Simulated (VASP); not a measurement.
A run of VASP 6.6.1:

INCAR

```
SYSTEM = Ba
  PREC = Accurate
  ENCUT = 500
  EDIFF = 1E-6
  ISMEAR = 0
  SIGMA = 0.1
  LREAL = .FALSE.
  LASPH = .TRUE.
  NELM = 120
  ALGO = Normal
  ISIF = 2
  LWAVE = .FALSE.
  LCHARG = .FALSE.
  GGA = PE
  IVDW = 12
  NBANDS = 11
  GGA_COMPAT = .FALSE.
```

File KPOINTS:

```
Automatic mesh
0
G
  6 6 6
  0 0 0
```

The input POSCAR:

```
Ba
1.0
   -2.4750000000      2.4750000000      2.4750000000
    2.4750000000     -2.4750000000      2.4750000000
    2.4750000000      2.4750000000     -2.4750000000
Ba
1
Direct
    0.0000000000      0.0000000000      0.0000000000
```

Potentials or basis: VASP PAW PBE potentials, release 64 (Ba_sv).

Launch:

```sh
$ cat potpaw_PBE.64/Ba_sv/POTCAR > POTCAR
$ mpirun -np 1 vasp_std > vasp.out
```

Hardware: 1 thread of Intel(R) Xeon(R) Platinum 8259CL CPU @ 2.50GHz (Skylake/Cascade Lake), on a shared host.

Question: Estimate the wall time of this run.

Answer: Wall time 11 s on 1 thread of Intel(R) Xeon(R) Platinum 8259CL CPU @ 2.50GHz (Skylake/Cascade Lake), on a shared host, peak memory 0.18 GiB. Counts: scf iterations 11, k points 16.
